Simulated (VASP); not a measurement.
A run of VASP 6.6.1 is set up as follows.

INCAR

```
SYSTEM = NiO
PREC = Accurate
ENCUT = 520
EDIFF = 1E-6
ISMEAR = 0
SIGMA = 0.02
LREAL = .FALSE.
LASPH = .TRUE.
NELM = 150
ALGO = Normal
ISIF = 2
LWAVE = .FALSE.
LCHARG = .TRUE.
ISPIN = 2
MAGMOM = 0 2
LORBIT = 11
LMAXMIX = 4
LDAU = .TRUE.
LDAUTYPE = 2
LDAUL = -1 2
LDAUU = 0 6.2
LDAUJ = 0 0
LDAUPRINT = 1
GGA = PS
LELF = .TRUE.
LVHAR = .TRUE.
NBANDS = 19
```

Contents of KPOINTS:

```
Automatic mesh
0
G
  9 9 9
  0 0 0
```

The input POSCAR:

```
NiO
1.0
    0.0000000000      2.0885500000      2.0885500000
    2.0885500000      0.0000000000      2.0885500000
    2.0885500000      2.0885500000      0.0000000000
O Ni
1 1
Direct
    0.5000000000      0.5000000000      0.5000000000
    0.0000000000      0.0000000000      0.0000000000
```

Potentials or basis: VASP PAW PBE potentials, release 64 (O, Ni).

The run is started by

```bash
$ cat potpaw_PBE.64/O/POTCAR potpaw_PBE.64/Ni/POTCAR > POTCAR
$ mpirun -np 1 vasp_std > vasp.out
```

Problem. Predict the band gap on the k mesh.

Solution. 2.33 eV, indirect (least direct gap 3.01 eV).

Problem. What does it give for the net moment?

Solution. 2.00 μB per cell.

Eigenvalues of the final occupation matrices:
| site | spin | trace | eigenvalues |
| --- | --- | --- | --- |
| site 2 d | 1 | 5.03 | 0.98 0.98 0.98 1.04 1.04 |
| site 2 d | 2 | 3.24 | 0.15 0.15 0.98 0.98 0.98 |

Caveat: a cell with one magnetic atom can't hold antiferromagnetic order, which such compounds often take. A k mesh can miss the band edges.
